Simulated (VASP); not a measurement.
# Al2Au (Fm-3m) in VASP: a series of runs, part 2 of 3

VASP 6.6.1. The steps go on from the part before.

### Step 3. Relaxation of cell and atoms, revPBE

INCAR

```
PREC = Accurate
ENCUT = 600
EDIFF = 1E-7
ISMEAR = -1
SIGMA = 0.05
LREAL = False
LASPH = True
NELM = 100
ALGO = Fast
ISIF = 3
LWAVE = False
LCHARG = False
GGA = RE
IBRION = 2
NSW = 60
EDIFFG = -0.01
```

KPOINTS

```
regular mesh
0
Gamma
  8 8 8
```

POSCAR

```
Al2Au
1.0
    0.0000000000      3.0000000000      3.0000000000
    3.0000000000      0.0000000000      3.0000000000
    3.0000000000      3.0000000000      0.0000000000
Au Al
1 2
Direct
    0.0000000000      0.0000000000      0.0000000000
    0.7500000000      0.7500000000      0.7500000000
    0.2500000000      0.2500000000      0.2500000000
```

Potentials or basis: VASP PAW PBE potentials, release 64 (Au, Al).

On the command line:

```
> cat potpaw_PBE.64/Au/POTCAR potpaw_PBE.64/Al/POTCAR > POTCAR
> mpirun -np 1 vasp_std > vasp.out
```

OUTCAR:

```text
PREC = Accurate
   ENCUT = 600
   EDIFF = 1E-7
   ISMEAR = -1
   LREAL = False
   LASPH = True
   NELM = 100
   ISIF = 3
   GGA = RE
   IBRION = 2
   NSW = 60
   EDIFFG = -0.01

 ion  position               nearest neighbor table
   1  0.000  0.000  0.000-   2 2.60   2 2.60   2 2.60   2 2.60   3 2.60   3 2.60   3 2.60   3 2.60

   2  0.750  0.750  0.750-   1 2.60   1 2.60   1 2.60   1 2.60   3 3.00   3 3.00   3 3.00   3 3.00
                             3 3.00   3 3.00
   3  0.250  0.250  0.250-   1 2.60   1 2.60   1 2.60   1 2.60   2 3.00   2 3.00   2 3.00   2 3.00
                             2 3.00   2 3.00

  LATTYP: Found a face centered cubic cell.
 ALAT       =     6.0000000000

  Lattice vectors:

 A1 = (   0.0000000000,   3.0000000000,   3.0000000000)
 A2 = (   3.0000000000,   0.0000000000,   3.0000000000)
 A3 = (   3.0000000000,   3.0000000000,   0.0000000000)

Analysis of symmetry for initial positions (statically):
=====================================================================
 Subroutine PRICEL returns:
 Original cell was already a primitive cell.

 Routine SETGRP: Setting up the symmetry group for a
 face centered cubic supercell.

 Subroutine GETGRP returns: Found 48 space group operations
 (whereof 48 operations were pure point group operations)
 out of a pool of 48 trial point group operations.

The static configuration has the point symmetry O_h .

Analysis of symmetry for dynamics (positions and initial velocities):
=====================================================================
 Subroutine PRICEL returns:
 Original cell was already a primitive cell.

 Routine SETGRP: Setting up the symmetry group for a
 face centered cubic supercell.

 Subroutine GETGRP returns: Found 48 space group operations
 (whereof 48 operations were pure point group operations)
 out of a pool of 48 trial point group operations.

The dynamic configuration has the point symmetry O_h .
[... 134 lines left out ...]
 RMM-DIIS sequential band-by-band and
  energy-cutoff  :      600.00
  volume of cell :       54.00
 maximum number of plane-waves:      1826
 NGX is ok and might be reduce to    36
   NGX = 17   NGY = 17   NGZ = 17

--------------------------------------- Ionic step        1  -------------------------------------------

 number of electron      17.0000001 magnetization

 Free energy of the ion-electron system (eV)
  ---------------------------------------------------
  ext. energy  EPLUGINS =         0.00000000
  ---------------------------------------------------
  free energy    TOTEN  =       -11.09577517 eV

  energy without entropy =      -11.08747319  energy(sigma->0) =      -11.09162418

------------------------ aborting loop because EDIFF is reached ----------------------------------------

  FORCE on cell =-STRESS in cart. coord.  units (eV):
  Direction    XX          YY          ZZ          XY          YZ          ZX
  --------------------------------------------------------------------------------------
  -------------------------------------------------------------------------------------
  Total        1.5424042      1.5424042      1.5424042     -0.0000000     -0.0000000      0.0000000
  in kB       45.7630576     45.7630576     45.7630576     -0.0000000     -0.0000000      0.0000000
  external PRESSURE =      45.7630576 kB  Pullay stress =       0.0000000 kB
[... 61 lines left out ...]
--------------------------------------- Ionic step        3  -------------------------------------------

 number of electron      16.9999999 magnetization

 Free energy of the ion-electron system (eV)
  ---------------------------------------------------
  ext. energy  EPLUGINS =         0.00000000
  ---------------------------------------------------
  free energy    TOTEN  =       -11.12673343 eV

  energy without entropy =      -11.11722157  energy(sigma->0) =      -11.12197750

 E-fermi :   7.3971     XC(G=0): -10.2951

 val. band max:        7.3635219501   @ k =   0.3750   0.1250   0.0000
 cond. band min:       7.4028286719   @ k =   0.3750   0.1250   0.0000
 fundamental gap:      0.0393067217
 Fermi energy:         7.3971191389

 k-point     1 :       0.0000    0.0000    0.0000
  band No.  band energies     occupation
      1      -2.8454      2.00000
      2       1.0149      2.00000
      3       1.0149      2.00000
      4       1.0149      2.00000
      5       1.9242      2.00000
      6       1.9242      2.00000
      7       9.4412      0.00000
      8      10.3384      0.00000
      9      10.3384      0.00000
     10      10.3384      0.00000
     11      11.1304      0.00000
     12      11.1304      0.00000
[... 331 lines left out ...]
 k-point    24 :      -0.3750    0.2500    0.1250
  band No.  band energies     occupation
      1      -0.3352      2.00000
      2       0.7388      2.00000
      3       1.3652      2.00000
      4       1.4663      2.00000
      5       1.8557      2.00000
      6       2.0974      2.00000
      7       2.6073      2.00000
      8       5.3672      2.00000
      9       6.6137      2.00000
     10      10.2733      0.00000
     11      11.1024      0.00000
     12      13.1603      0.00000

 [... further k-points ...]
[... 5 lines left out ...]
  --------------------------------------------------------------------------------------
  -------------------------------------------------------------------------------------
  Total        0.0003958      0.0003958      0.0003958     -0.0000000      0.0000000     -0.0000000
  in kB        0.0112688      0.0112688      0.0112688     -0.0000000      0.0000000     -0.0000000
  external PRESSURE =       0.0112688 kB  Pullay stress =       0.0000000 kB
[... 18 lines left out ...]
  FREE ENERGIE OF THE ION-ELECTRON SYSTEM (eV)
  ---------------------------------------------------
  free  energy   TOTEN  =       -11.1267334281 eV

  energy  without entropy=      -11.1172215682  energy(sigma->0) =      -11.12197750

 reached required accuracy - stopping structural energy minimisation
```

OSZICAR:

```text
N       E                     dE             d eps       ncg     rms          rms(c)
DAV:   1     0.714528833937E+02    0.71453E+02   -0.77876E+03   712   0.133E+03
DAV:   2    -0.993301085160E+01   -0.81386E+02   -0.74760E+02   780   0.219E+02
DAV:   3    -0.122787196211E+02   -0.23457E+01   -0.23016E+01   856   0.362E+01
[... 35 lines left out ...]
RMM:   6    -0.111267309342E+02   -0.30775E-04   -0.19906E-04   708   0.120E-01    0.168E-02
RMM:   7    -0.111267332683E+02   -0.23341E-05   -0.71333E-05   697   0.639E-02    0.604E-03
RMM:   8    -0.111267333984E+02   -0.13014E-06   -0.15534E-05   703   0.323E-02    0.581E-03
RMM:   9    -0.111267334893E+02   -0.90830E-07   -0.38327E-06   692   0.155E-02    0.219E-03
RMM:  10    -0.111267334281E+02    0.61142E-07   -0.85995E-07   582   0.714E-03
   3 F= -.11126733E+02 E0= -.11121977E+02  d E =-.309583E-01
```

CONTCAR:

```text
Al2Au
   1.00000000000000
    -0.0000000000000000    3.0415120985264963    3.0415120985264963
     3.0415120985264963   -0.0000000000000000    3.0415120985264963
     3.0415120985264963    3.0415120985264963   -0.0000000000000000
  Au              Al
     1     2
Direct
     0.0000000000000000    0.0000000000000000    0.0000000000000000
     0.7500000000000000    0.7500000000000000    0.7500000000000000
     0.2500000000000000    0.2500000000000000    0.2500000000000000

  0.00000000E+00  0.00000000E+00  0.00000000E+00
  0.00000000E+00  0.00000000E+00  0.00000000E+00
  0.00000000E+00  0.00000000E+00  0.00000000E+00
```

Wall time 1.7 min (1 thread of AMD EPYC 7R43 (Zen 3), shared host); peak memory 0.2 GiB.

Results:

```yaml
Free_energy: -11.1267 eV
Relaxed_volume: 18.76 Å³/atom
Relaxed_cell: a = 4.301 Å, b = 4.301 Å, c = 4.301 Å, α = 60.00°, β = 60.00°, γ = 60.00°
Space_group_after_relaxing_to_0.05_Å: Fm-3m (No. 225)
Energy_gained_by_relaxing: 10.3 meV/atom
Ionic_steps: 3
Pressure_after_relaxing: 0.0 GPa
```

The path:
| step | energy change (eV) | largest force (eV/Å) | pressure (GPa) | volume (Å³) |
| --- | --- | --- | --- | --- |
| 1 | 0.0000 | 0.0000 | 4.58 | 54.00 |
| 2 | -0.0133 | 0.0000 | -2.96 | 58.12 |
| 3 | -0.0310 | 0.0000 | 0.00 | 56.27 |

Final structure:
```xyz
3
Lattice="0.0000 3.0415 3.0415 3.0415 0.0000 3.0415 3.0415 3.0415 0.0000" Properties=species:S:1:pos:R:3 pbc="T T T"
Au    0.0000    0.0000    0.0000
Al    4.5623    4.5623    4.5623
Al    1.5208    1.5208    1.5208
```

Caveat: the PAW data sets were made with another functional, which shifts forces and pressure a little; spin-orbit coupling is left out, which moves the levels of the heavy elements. revPBE gives volumes clearly too large for solids.

### Step 4. Single point, PBEsol

This run uses another cell than the first one, of 15.13 Å³/atom, 0.840 times its volume.

INCAR

```
SYSTEM = Al2Au
ALGO     = Normal         ! electronic algorithm
EDIFF    = 1E-6           ! SCF threshold, eV
ENCUT    = 520            ! plane-wave cutoff, eV
GGA      = PS             ! functional
ISIF     = 2              ! what is computed and relaxed
ISMEAR   = -1             ! smearing method
LASPH    = .TRUE.         ! aspherical terms in the spheres
LCHARG   = .FALSE.        ! write CHGCAR
LREAL    = .FALSE.        ! projectors in reciprocal space
LWAVE    = .FALSE.        ! write WAVECAR
NBANDS   = 16             ! bands
NELM     = 60             ! most SCF steps
PREC     = Accurate       ! precision mode
SIGMA    = 0.05           ! smearing width, eV
```

KPOINTS

```
k-points
0
G
  8 8 8
  0 0 0
```

POSCAR

```
Al2Au
1.0
    0.0000000000      2.8310015971      2.8310015971
    2.8310015971      0.0000000000      2.8310015971
    2.8310015971      2.8310015971      0.0000000000
Au Al
1 2
Direct
    0.0000000000      0.0000000000      0.0000000000
    0.7500000000      0.7500000000      0.7500000000
    0.2500000000      0.2500000000      0.2500000000
```

On the command line:

```
> cat potpaw_PBE.64/Au/POTCAR potpaw_PBE.64/Al/POTCAR > POTCAR
> mpirun -np 1 vasp_std > vasp.out
```

Wall time 24 s (1 thread of Intel Xeon Platinum 8488C (Sapphire Rapids), shared host); peak memory 0.18 GiB.

It converged, with:

* Free energy: -12.8063 eV
* Pressure: 29.9 GPa

Levels at points of the mesh, in eV from the Fermi level:
```tsv
k point	band 5	band 6	band 7	band 8	band 9	band 10	band 11	band 12	band 13	band 14
(0.00, 0.00, 0.00)	-6.61	-6.61	2.85	2.85	2.85	3.48	4.68	4.68	4.68	6.17
(0.50, 0.00, 0.00)	-6.43	-6.43	-6.27	0.16	0.16	3.43	4.30	4.30	5.00	9.32
(0.50, 0.50, 0.00)	-6.72	-6.17	-5.76	-2.65	-2.65	2.02	2.28	7.57	10.93	10.93
```

Caveat: the PAW data sets were made with another functional, which shifts forces and pressure a little; spin-orbit coupling is left out, which moves the levels of the heavy elements.

(Continued in part 3 of 3.)
